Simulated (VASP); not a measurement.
Wanted: the native input for a VASP 6.6.1 run.

```
Task                   : single point
Functional             : PBEsol
Potentials or basis    : VASP PAW PBE potentials, release 64 (Sn_d, O)
Cutoff                 : 600 eV
k mesh                 : 6 × 6 × 6
Occupations            : fermi-dirac, width 0.02 eV
Spin                   : collinear spin, zero start
Starting moments       : [0.0, 0.0] μB
Dipole correction      : no
Further INCAR settings : ALGO = Normal; EDIFF = 1e-06; NBANDS = 21
```

The structure of SnO lies in POSCAR:

```
SnO
1.0
    0.0000000000      2.7082147176      2.7082147176
    2.7082147176      0.0000000000      2.7082147176
    2.7082147176      2.7082147176      0.0000000000
Sn O
1 1
Direct
    0.0000000000      0.0000000000      0.0000000000
    0.2500000000      0.2500000000      0.2500000000
```

The input as run:

INCAR

```
SYSTEM = SnO
ALGO     = Normal         ! electronic algorithm
EDIFF    = 1E-6           ! SCF threshold, eV
ENCUT    = 600            ! plane-wave cutoff, eV
GGA      = PS             ! functional
GGA_COMPAT= .FALSE.      
ISIF     = 2              ! what is computed and relaxed
ISMEAR   = -1             ! smearing method
ISPIN    = 2              ! spin polarisation
LASPH    = .TRUE.         ! aspherical terms in the spheres
LCHARG   = .FALSE.        ! write CHGCAR
LORBIT   = 11             ! projections on sites
LREAL    = .FALSE.        ! projectors in reciprocal space
LWAVE    = .FALSE.        ! write WAVECAR
MAGMOM   = 0 0            ! initial moments
NBANDS   = 21             ! bands
NELM     = 200            ! most SCF steps
PREC     = Accurate       ! precision mode
SIGMA    = 0.02           ! smearing width, eV
```

KPOINTS

```
k-points
0
G
  6 6 6
  0 0 0
```

Potentials or basis: VASP PAW PBE potentials, release 64 (Sn_d, O).

Command:

```sh
$ cat potpaw_PBE.64/Sn_d/POTCAR potpaw_PBE.64/O/POTCAR > POTCAR
$ mpirun -np 1 vasp_std > vasp.out
```

It gave:

The pressure is -1.1 GPa, the band gap on the k mesh is zero (filled and empty bands overlap) and the net moment is 0.00 μB per cell. The valence electrons inside the program's atomic spheres are Sn 12.04; O 4.89.

Caveat: the structure was generated, so it needn't be the stable form of SnO; semilocal functionals underestimate gaps, and a narrow one can read as zero; the PAW data sets were made with another functional, which shifts forces and pressure a little; spin-orbit coupling is left out, which moves the levels of the heavy elements.

Wall time 60 s on 1 thread of Intel Xeon 8259CL, on a shared host, peak memory 0.21 GiB.
